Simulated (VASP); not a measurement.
A run of VASP 6.6.1:

File POSCAR:

```
BaTiO3
1.0
    2.7943046168      1.6153691688      2.2846346760
   -2.7943046168      1.6153691688      2.2846346760
    0.0000000000     -3.3532905301      2.3710121010
Ba Ti O
1 1 3
Direct
   -0.0057807851     -0.0057807851      0.0045720438
    0.4942149455      0.4942149455      0.5189668045
    0.4942269383      0.9942228808      0.4868027875
    0.4942170204      0.4942170204      0.9739565765
    0.9942228808      0.4942269383      0.4868027875
```

The input INCAR.step1:

```
PREC = Accurate
ENCUT = 520
ISMEAR = 0
SIGMA = 0.02
LREAL = F
LASPH = T
NELM = 150
LMAXMIX = 4
LDAU = T
LDAUTYPE = 2
LDAUL = -1 2 -1
LDAUU = 0 4 0
LDAUJ = 0 0 0
NBANDS = 28
GGA = PE
ALGO = Normal
EDIFF = 1E-4
LWAVE = T
LCHARG = F
```

File INCAR.step2:

```
PREC = Accurate
ENCUT = 520
EDIFF = 1E-6
ISMEAR = 0
SIGMA = 0.02
LREAL = F
LASPH = T
NELM = 150
ALGO = Normal
ISIF = 2
LWAVE = F
LCHARG = T
LMAXMIX = 4
LDAU = T
LDAUTYPE = 2
LDAUL = -1 2 -1
LDAUU = 0 4 0
LDAUJ = 0 0 0
LDAUPRINT = 1
METAGGA = R2SCAN
LMIXTAU = T
LELF = T
LVHAR = T
NBANDS = 28
ISTART = 1
```

The input KPOINTS:

```
regular mesh
0
Gamma
  6 6 6
```

Potentials or basis: VASP PAW PBE potentials, release 64 (Ba_sv, Ti_sv, O).

Run with:

```sh
$ cat potpaw_PBE.64/Ba_sv/POTCAR potpaw_PBE.64/Ti_sv/POTCAR potpaw_PBE.64/O/POTCAR > POTCAR
$ cp INCAR.step1 INCAR
$ mpirun -np 1 vasp_std > vasp.out
$ cp INCAR.step2 INCAR
$ mpirun -np 1 vasp_std > vasp.out
```

Hardware: 1 thread of Oxide Virtual Turin-like Processor, with other jobs on the host.

Estimate the wall time of this run.

Wall time 7.1 min on 1 thread of Oxide Virtual Turin-like Processor, with other jobs on the host, peak memory 0.29 GiB. Counts: k points 112.
